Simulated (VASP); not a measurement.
# TlBr in VASP: further runs, part 2 of 2

VASP 6.6.1. The steps go on from the part before.

### Step 3. Single point, PBEsol, non-collinear spin, zero start, spin-orbit coupling

This run uses another cell than the first one, of 30.44 Å³/atom, 1.015 times its volume.

File INCAR:

```
ALGO = Normal ; EDIFF = 1E-6
ENCUT = 500 ; GGA = PS
GGA_COMPAT = F ; ISIF = 2
ISMEAR = 0 ; LASPH = T
LCHARG = T ; LNONCOLLINEAR = T
LORBIT = 11 ; LORBMOM = T
LREAL = F ; LSORBIT = T
LVHAR = T ; LWAVE = F
MAGMOM = 0 0 0 0 0 0 ; NBANDS = 32
NELM = 200 ; PREC = Accurate
SIGMA = 0.01
```

File KPOINTS:

```
k-points
0
Gamma
  6 6 6
```

File POSCAR:

```
TlBr
1.0
    3.9341052120      0.0000000000      0.0000000000
    0.0000000000      3.9341052120      0.0000000000
    0.0000000000      0.0000000000      3.9341052120
Tl Br
1 1
Direct
    0.0000000000      0.0000000000      0.0000000000
    0.5000000000      0.5000000000      0.5000000000
```

Potentials or basis: VASP PAW PBE potentials, release 64 (Tl_d, Br).

On the command line:

```console
$ cat potpaw_PBE.64/Tl_d/POTCAR potpaw_PBE.64/Br/POTCAR > POTCAR
$ mpirun -np 1 vasp_ncl > vasp.out
```

OUTCAR:

```text
EDIFF = 1E-6
   ENCUT = 500
   GGA = PS
   ISIF = 2
   ISMEAR = 0
   LASPH = T
   LNONCOLLINEAR = T
   LORBIT = 11
   LREAL = F
   LSORBIT = T
   NELM = 200
   PREC = Accurate

 ion  position               nearest neighbor table
   1  0.000  0.000  0.000-   2 3.41   2 3.41   2 3.41   2 3.41   2 3.41   2 3.41   2 3.41   2 3.41

   2  0.500  0.500  0.500-   1 3.41   1 3.41   1 3.41   1 3.41   1 3.41   1 3.41   1 3.41   1 3.41

  LATTYP: Found a simple cubic cell.
 ALAT       =     3.9341052120

  Lattice vectors:

 A1 = (   3.9341052120,   0.0000000000,   0.0000000000)
 A2 = (   0.0000000000,   3.9341052120,   0.0000000000)
 A3 = (   0.0000000000,   0.0000000000,   3.9341052120)

Analysis of symmetry for initial positions (statically):
=====================================================================
 Subroutine PRICEL returns:
 Original cell was already a primitive cell.

 Routine SETGRP: Setting up the symmetry group for a
 simple cubic supercell.

 Subroutine GETGRP returns: Found 48 space group operations
 (whereof 48 operations were pure point group operations)
 out of a pool of 48 trial point group operations.

The static configuration has the point symmetry O_h .

Analysis of symmetry for dynamics (positions and initial velocities):
=====================================================================
 Subroutine PRICEL returns:
 Original cell was already a primitive cell.

 Routine SETGRP: Setting up the symmetry group for a
 simple cubic supercell.

 Subroutine GETGRP returns: Found 48 space group operations
 (whereof 48 operations were pure point group operations)
 out of a pool of 48 trial point group operations.

The dynamic configuration has the point symmetry O_h .

Analysis of structural, dynamic, and magnetic symmetry:
=====================================================================
 Subroutine PRICEL returns:
 Original cell was already a primitive cell.

 Routine SETGRP: Setting up the symmetry group for a
[... 907 lines left out ...]
  1        -0.000  -0.000  -0.000
  2         0.000  -0.000  -0.000
 ----------------------------------------
           -0.000  -0.000  -0.000

 orbital moment (z)

 # of ion     p       d       tot
 ----------------------------------------
  1         0.000  -0.000  -0.000
  2         0.000   0.000   0.000
 ----------------------------------------
            0.000  -0.000  -0.000

 Spin-Orbit-Coupling matrix elements

 Ion:    1  E_soc:     -0.3838661
 l=   1
     0.0000000    -0.0151891    -0.0151891
    -0.0151891     0.0000000    -0.0151891
    -0.0151891    -0.0151891     0.0000000
 l=   2
     0.0000000    -0.0096912     0.0000000    -0.0096912    -0.0390974
    -0.0096912     0.0000000    -0.0293231    -0.0096912    -0.0097744
     0.0000000    -0.0293231     0.0000000    -0.0293231     0.0000000
    -0.0096912    -0.0096912    -0.0293231     0.0000000    -0.0097744
    -0.0390974    -0.0097744     0.0000000    -0.0097744     0.0000000
 l=   3
     0.0000000     0.0000000     0.0000000     0.0000000     0.0000000     0.0000000     0.0000000
     0.0000000     0.0000000     0.0000000     0.0000000     0.0000000     0.0000000     0.0000000
     0.0000000     0.0000000     0.0000000     0.0000000     0.0000000     0.0000000     0.0000000
     0.0000000     0.0000000     0.0000000     0.0000000     0.0000000     0.0000000     0.0000000
     0.0000000     0.0000000     0.0000000     0.0000000     0.0000000     0.0000000     0.0000000
     0.0000000     0.0000000     0.0000000     0.0000000     0.0000000     0.0000000     0.0000000
     0.0000000     0.0000000     0.0000000     0.0000000     0.0000000     0.0000000     0.0000000

 Ion:    2  E_soc:     -0.0613649
 l=   1
     0.0000000    -0.0102275    -0.0102275
    -0.0102275     0.0000000    -0.0102275
    -0.0102275    -0.0102275     0.0000000
 l=   2
     0.0000000    -0.0000006     0.0000000    -0.0000006     0.0000006
    -0.0000006     0.0000000     0.0000005    -0.0000006     0.0000002
     0.0000000     0.0000005     0.0000000     0.0000005     0.0000000
    -0.0000006    -0.0000006     0.0000005     0.0000000     0.0000002
     0.0000006     0.0000002     0.0000000     0.0000002     0.0000000
 l=   3
     0.0000000     0.0000000     0.0000000     0.0000000     0.0000000     0.0000000     0.0000000
     0.0000000     0.0000000     0.0000000     0.0000000     0.0000000     0.0000000     0.0000000
     0.0000000     0.0000000     0.0000000     0.0000000     0.0000000     0.0000000     0.0000000
     0.0000000     0.0000000     0.0000000     0.0000000     0.0000000     0.0000000     0.0000000
     0.0000000     0.0000000     0.0000000     0.0000000     0.0000000     0.0000000     0.0000000
     0.0000000     0.0000000     0.0000000     0.0000000     0.0000000     0.0000000     0.0000000
     0.0000000     0.0000000     0.0000000     0.0000000     0.0000000     0.0000000     0.0000000

 total charge

# of ion       s       p       d       tot
------------------------------------------
    1        1.294   0.149   9.664  11.108
    2        1.609   3.196   0.008   4.813
--------------------------------------------------
tot          2.904   3.345   9.672  15.921

 magnetization (x)

# of ion       s       p       d       tot
------------------------------------------
    1        0.000   0.000   0.000   0.000
    2       -0.000   0.000   0.000   0.000
--------------------------------------------------
tot          0.000   0.000   0.000   0.000

 magnetization (y)

# of ion       s       p       d       tot
------------------------------------------
    1       -0.000   0.000   0.000  -0.000
    2        0.000   0.000   0.000   0.000
--------------------------------------------------
tot         -0.000   0.000   0.000  -0.000

 magnetization (z)

# of ion       s       p       d       tot
------------------------------------------
    1       -0.000  -0.000   0.000  -0.000
    2       -0.000   0.000   0.000  -0.000
--------------------------------------------------
tot         -0.000  -0.000   0.000  -0.000
```

OSZICAR:

```text
N       E                     dE             d eps       ncg     rms          rms(c)
DAV:   1     0.108776045203E+03    0.10878E+03   -0.94404E+03  1320   0.108E+03
DAV:   2    -0.793235919560E+00   -0.10957E+03   -0.10501E+03  1512   0.245E+02
DAV:   3    -0.641317683882E+01   -0.56199E+01   -0.55956E+01  1528   0.473E+01
DAV:   4    -0.645458535294E+01   -0.41409E-01   -0.41403E-01  1416   0.475E+00
DAV:   5    -0.645503989281E+01   -0.45454E-03   -0.45453E-03  1504   0.507E-01    0.344E+00
DAV:   6    -0.626600339938E+01    0.18904E+00   -0.22619E-01  1376   0.314E+00    0.211E+00
DAV:   7    -0.624950527975E+01    0.16498E-01   -0.91833E-02  1408   0.155E+00    0.111E+00
DAV:   8    -0.624890768324E+01    0.59760E-03   -0.75554E-03  1456   0.505E-01    0.583E-01
DAV:   9    -0.624891109878E+01   -0.34155E-05   -0.17523E-03  1408   0.326E-01    0.997E-02
DAV:  10    -0.624884660436E+01    0.64494E-04   -0.28424E-04  1408   0.115E-01    0.409E-02
DAV:  11    -0.624888021405E+01   -0.33610E-04   -0.61647E-05  1416   0.460E-02    0.890E-03
DAV:  12    -0.624888008288E+01    0.13117E-06   -0.40834E-06  1472   0.122E-02
   1 F= -.62488801E+01 E0= -.62488801E+01  d E =-.329375E-13  mag=    -0.0000    -0.0000    -0.0000
```

It took 43 s on 1 thread of Intel Xeon 6975P-C (Granite Rapids), shared host; peak memory 0.29 GiB.

Results:

| Item | Value |
| --- | --- |
| Free energy | -6.2489 eV |
| Pressure | -0.5 GPa |
| Net moment | 0.00 μB per cell |
| Valence electrons inside the program's atomic spheres | Tl 11.11; Br 4.81 |

Moments on the atoms (μB; x, y, z):
```
Tl  0.00 0.00 0.00
Br  0.00 0.00 0.00
```

Caveat: the PAW data sets were made with another functional, which shifts forces and pressure a little.

### Step 4. Single point, PBEsol, non-collinear spin, zero start, spin-orbit coupling (equal xy, yz and zx engineering shears of -0.5 %)

File INCAR:

```
SYSTEM = TlBr
  ALGO = Normal
  EDIFF = 1E-6
  ENCUT = 500
  GGA = PS
  GGA_COMPAT = .FALSE.
  ISIF = 2
  ISMEAR = 0
  LASPH = .TRUE.
  LCHARG = .TRUE.
  LORBIT = 11
  LORBMOM = .TRUE.
  LREAL = .FALSE.
  LSORBIT = .TRUE.
  LVHAR = .TRUE.
  LWAVE = .FALSE.
  MAGMOM = 0 0 0 0 0 0
  NBANDS = 32
  NELM = 200
  PREC = Accurate
  SIGMA = 0.01
```

File KPOINTS:

```
k-points
0
G
  6 6 6
  0 0 0
```

File POSCAR:

```
TlBr
1.0
    3.9145325493     -0.0097863314     -0.0097863314
   -0.0097863314      3.9145325493     -0.0097863314
   -0.0097863314     -0.0097863314      3.9145325493
Tl Br
1 1
Direct
    0.0000000000      0.0000000000      0.0000000000
    0.5000000000      0.5000000000      0.5000000000
```

Potentials or basis: VASP PAW PBE potentials, release 64 (Tl_d, Br).

On the command line:

```console
$ cat potpaw_PBE.64/Tl_d/POTCAR potpaw_PBE.64/Br/POTCAR > POTCAR
$ mpirun -np 1 vasp_ncl > vasp.out
```

OUTCAR:

```text
SYSTEM = TlBr
   EDIFF = 1E-6
   ENCUT = 500
   GGA = PS
   ISIF = 2
   ISMEAR = 0
   LASPH = .TRUE.
   LORBIT = 11
   LREAL = .FALSE.
   LSORBIT = .TRUE.
   NELM = 200
   PREC = Accurate

 ion  position               nearest neighbor table
   1  0.000  0.000  0.000-   2 3.37   2 3.37   2 3.40   2 3.40   2 3.40   2 3.40   2 3.40   2 3.40

   2  0.500  0.500  0.500-   1 3.37   1 3.37   1 3.40   1 3.40   1 3.40   1 3.40   1 3.40   1 3.40

  LATTYP: Found a trigonal (rhomboedric) cell.
 ALAT       =     3.9145570151
 COS(alpha) =    -0.0049936876

  Lattice vectors:

 A1 = (   3.9145325493,  -0.0097863314,  -0.0097863314)
 A2 = (  -0.0097863314,   3.9145325493,  -0.0097863314)
 A3 = (  -0.0097863314,  -0.0097863314,   3.9145325493)

Analysis of symmetry for initial positions (statically):
=====================================================================
 Subroutine PRICEL returns:
 Original cell was already a primitive cell.

 Routine SETGRP: Setting up the symmetry group for a
 trigonal (rhombohedral) supercell.

 Subroutine GETGRP returns: Found 12 space group operations
 (whereof 12 operations were pure point group operations)
[... 1107 lines left out ...]
     0.0000000     0.0000000     0.0000000     0.0000000     0.0000000     0.0000000     0.0000000
     0.0000000     0.0000000     0.0000000     0.0000000     0.0000000     0.0000000     0.0000000
     0.0000000     0.0000000     0.0000000     0.0000000     0.0000000     0.0000000     0.0000000
     0.0000000     0.0000000     0.0000000     0.0000000     0.0000000     0.0000000     0.0000000

 Ion:    2  E_soc:     -0.0613333
 l=   1
     0.0000000    -0.0102222    -0.0102222
    -0.0102222     0.0000000    -0.0102222
    -0.0102222    -0.0102222     0.0000000
 l=   2
     0.0000000    -0.0000006     0.0000000    -0.0000006     0.0000006
    -0.0000006     0.0000000     0.0000005    -0.0000006     0.0000002
     0.0000000     0.0000005     0.0000000     0.0000005     0.0000000
    -0.0000006    -0.0000006     0.0000005     0.0000000     0.0000002
     0.0000006     0.0000002     0.0000000     0.0000002     0.0000000
 l=   3
     0.0000000     0.0000000     0.0000000     0.0000000     0.0000000     0.0000000     0.0000000
     0.0000000     0.0000000     0.0000000     0.0000000     0.0000000     0.0000000     0.0000000
     0.0000000     0.0000000     0.0000000     0.0000000     0.0000000     0.0000000     0.0000000
     0.0000000     0.0000000     0.0000000     0.0000000     0.0000000     0.0000000     0.0000000
     0.0000000     0.0000000     0.0000000     0.0000000     0.0000000     0.0000000     0.0000000
     0.0000000     0.0000000     0.0000000     0.0000000     0.0000000     0.0000000     0.0000000
     0.0000000     0.0000000     0.0000000     0.0000000     0.0000000     0.0000000     0.0000000

 total charge

# of ion       s       p       d       tot
------------------------------------------
    1        1.295   0.153   9.664  11.112
    2        1.610   3.197   0.009   4.816
--------------------------------------------------
tot          2.904   3.350   9.673  15.928

 magnetization (x)

# of ion       s       p       d       tot
------------------------------------------
    1        0.000   0.000   0.000   0.000
    2        0.000   0.000   0.000   0.000
--------------------------------------------------
tot          0.000   0.000   0.000   0.000

 magnetization (y)

# of ion       s       p       d       tot
------------------------------------------
    1       -0.000   0.000   0.000  -0.000
    2       -0.000   0.000   0.000   0.000
--------------------------------------------------
tot         -0.000   0.000   0.000  -0.000

 magnetization (z)

# of ion       s       p       d       tot
------------------------------------------
    1        0.000   0.000   0.000   0.000
    2        0.000   0.000   0.000   0.000
--------------------------------------------------
tot          0.000   0.000   0.000   0.000
```

Run time: 64 s. Hardware: 1 thread of Intel Xeon 6975P-C (Granite Rapids), shared host; peak memory 0.32 GiB.

What came out:

```yaml
Free_energy: -6.2505 eV
Pressure: -0.1 GPa
Net_moment: 0.00 μB per cell
Valence_electrons_inside_the_program's_atomic_spheres: Tl 11.11; Br 4.82
```

Moments on the atoms (μB; x, y, z):
```
Tl  0.00 0.00 0.00
Br  0.00 0.00 0.00
```

Caveat: the cell differs from its parent crystal (equal xy, yz and zx engineering shears of -0.5 %); the PAW data sets were made with another functional, which shifts forces and pressure a little.

### Step 5. Single point, PBEsol, non-collinear spin, zero start, spin-orbit coupling (equal xy, yz and zx engineering shears of +0.5 %)

File INCAR:

```
SYSTEM = TlBr
PREC     = Accurate       ! precision mode
ENCUT    = 500            ! plane-wave cutoff, eV
EDIFF    = 1E-6           ! SCF threshold, eV
ISMEAR   = 0              ! smearing method
SIGMA    = 0.01           ! smearing width, eV
LREAL    = .FALSE.        ! projectors in reciprocal space
LASPH    = .TRUE.         ! aspherical terms in the spheres
NELM     = 200            ! most SCF steps
ALGO     = Normal         ! electronic algorithm
ISIF     = 2              ! what is computed and relaxed
LWAVE    = .FALSE.        ! write WAVECAR
LCHARG   = .FALSE.        ! write CHGCAR
MAGMOM   = 0 0 0 0 0 0    ! initial moments
LORBIT   = 11             ! projections on sites
LSORBIT  = .TRUE.         ! spin-orbit coupling
GGA_COMPAT= .FALSE.      
LORBMOM  = .TRUE.       
GGA      = PS             ! functional
NBANDS   = 32             ! bands
```

File KPOINTS:

```
regular mesh
0
G
  6 6 6
  0 0 0
```

File POSCAR:

```
TlBr
1.0
    3.9145325493      0.0097863314      0.0097863314
    0.0097863314      3.9145325493      0.0097863314
    0.0097863314      0.0097863314      3.9145325493
Tl Br
1 1
Direct
    0.0000000000      0.0000000000      0.0000000000
    0.5000000000      0.5000000000      0.5000000000
```

Potentials or basis: VASP PAW PBE potentials, release 64 (Tl_d, Br).

On the command line:

```console
$ cat potpaw_PBE.64/Tl_d/POTCAR potpaw_PBE.64/Br/POTCAR > POTCAR
$ mpirun -np 1 vasp_ncl > vasp.out
```

OUTCAR:

```text
SYSTEM = TlBr
   PREC = Accurate
   ENCUT = 500
   EDIFF = 1E-6
   ISMEAR = 0
   LREAL = .FALSE.
   LASPH = .TRUE.
   NELM = 200
   ISIF = 2
   LORBIT = 11
   LSORBIT = .TRUE.
   GGA = PS

 ion  position               nearest neighbor table
   1  0.000  0.000  0.000-   2 3.38   2 3.38   2 3.38   2 3.38   2 3.38   2 3.38   2 3.41   2 3.41

   2  0.500  0.500  0.500-   1 3.38   1 3.38   1 3.38   1 3.38   1 3.38   1 3.38   1 3.41   1 3.41

  LATTYP: Found a trigonal (rhomboedric) cell.
 ALAT       =     3.9145570151
 COS(alpha) =     0.0050061874

  Lattice vectors:

[... 1135 lines left out ...]
    -0.0000006    -0.0000006     0.0000005     0.0000000     0.0000002
     0.0000006     0.0000002     0.0000000     0.0000002     0.0000000
 l=   3
     0.0000000     0.0000000     0.0000000     0.0000000     0.0000000     0.0000000     0.0000000
     0.0000000     0.0000000     0.0000000     0.0000000     0.0000000     0.0000000     0.0000000
     0.0000000     0.0000000     0.0000000     0.0000000     0.0000000     0.0000000     0.0000000
     0.0000000     0.0000000     0.0000000     0.0000000     0.0000000     0.0000000     0.0000000
     0.0000000     0.0000000     0.0000000     0.0000000     0.0000000     0.0000000     0.0000000
     0.0000000     0.0000000     0.0000000     0.0000000     0.0000000     0.0000000     0.0000000
     0.0000000     0.0000000     0.0000000     0.0000000     0.0000000     0.0000000     0.0000000

 total charge

# of ion       s       p       d       tot
------------------------------------------
    1        1.295   0.153   9.664  11.112
    2        1.610   3.197   0.009   4.816
--------------------------------------------------
tot          2.904   3.350   9.673  15.928

 magnetization (x)

# of ion       s       p       d       tot
------------------------------------------
    1       -0.000   0.000  -0.000  -0.000
    2        0.000  -0.000   0.000   0.000
--------------------------------------------------
tot         -0.000  -0.000  -0.000  -0.000

 magnetization (y)

# of ion       s       p       d       tot
------------------------------------------
    1        0.000  -0.000   0.000   0.000
    2       -0.000   0.000   0.000   0.000
--------------------------------------------------
tot          0.000  -0.000   0.000   0.000

 magnetization (z)

# of ion       s       p       d       tot
------------------------------------------
    1        0.000   0.000   0.000   0.000
    2        0.000   0.000   0.000   0.000
--------------------------------------------------
tot          0.000   0.000   0.000   0.000
```

Wall time 63 s (1 thread of Intel Xeon 6975P-C (Granite Rapids), shared host); peak memory 0.32 GiB.

Results:

```
Free energy                                           : -6.2505 eV
Pressure                                              : -0.1 GPa
Net moment                                            : 0.00 μB per cell
Valence electrons inside the program's atomic spheres : Tl 11.11; Br 4.82
```

Moments on the atoms (μB; x, y, z):
```
Tl  0.00 0.00 0.00
Br  0.00 0.00 0.00
```

Caveat: the cell differs from its parent crystal (equal xy, yz and zx engineering shears of +0.5 %); the PAW data sets were made with another functional, which shifts forces and pressure a little.

### Step 6. Summary

```csv
cell,pressure (GPa),moment (μB)
"a = 3.915 Å, 2 atoms",-0.1,0.00
"a = 3.934 Å, 2 atoms",-0.5,0.00
"a = 3.915 Å, angles 90.3°, 2 atoms",-0.1,0.00
"a = 3.915 Å, angles 89.7°, 2 atoms",-0.1,0.00
```

Alike in all rows: task single point; level PBEsol; potentials or basis VASP PAW PBE potentials, release 64 (Tl_d, Br); spin non-collinear, zero start, SOC; k mesh 6 × 6 × 6; cutoff (eV) 500; smearing gaussian 0.01 eV.

Caveats: the PAW data sets were made with another functional, which shifts forces and pressure a little.

Absolute energies hang on the potentials; compare differences alone.
